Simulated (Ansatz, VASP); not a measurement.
# PtS2: VASP beside Ansatz

```xyz
3
Lattice="3.8003 0.0000 0.0000 -1.9001 3.2911 0.0000 0.0000 0.0000 5.7544" Properties=species:S:1:pos:R:3 pbc="T T T"
Pt    0.0000    0.0000    0.0000
S     0.0000    2.1941    1.1071
S     1.9001    1.0970    4.6473
```

Alike in both runs: functional PBE; k mesh 12 × 12 × 6; occupations gaussian, width 0.05 eV; no spin polarisation.

Ansatz relaxed the structure, and its values are those at the end. VASP's run is a single point on that final structure, the one shown.

|  | VASP | Ansatz |
| --- | --- | --- |
| version | VASP 6.6.1 | Ansatz 0.2.0 |
| potentials or method | VASP PAW PBE potentials, release 64 (Pt, S), cutoff 520 eV | scalar-relativistic, plane waves, PAW |
| valence electrons in the cell | 22 | 30 |

```csv
,VASP,Ansatz,Ansatz less VASP
gap on the k mesh at the Fermi level (eV),0.91,0.91,+0.002
least direct gap on the mesh (eV),0.94,0.94,-0.001
pressure (GPa),-6.7,-6.4,+0.29
rms of the force components (eV/Å),0.011,0.001,-0.0103
```

VASP's potentials hold 22 valence electrons a cell and Ansatz's 30, so a difference there can come from the potentials and not from the codes. Ansatz's warnings: stress scf threshold loose.

Neither program's run includes spin-orbit coupling.
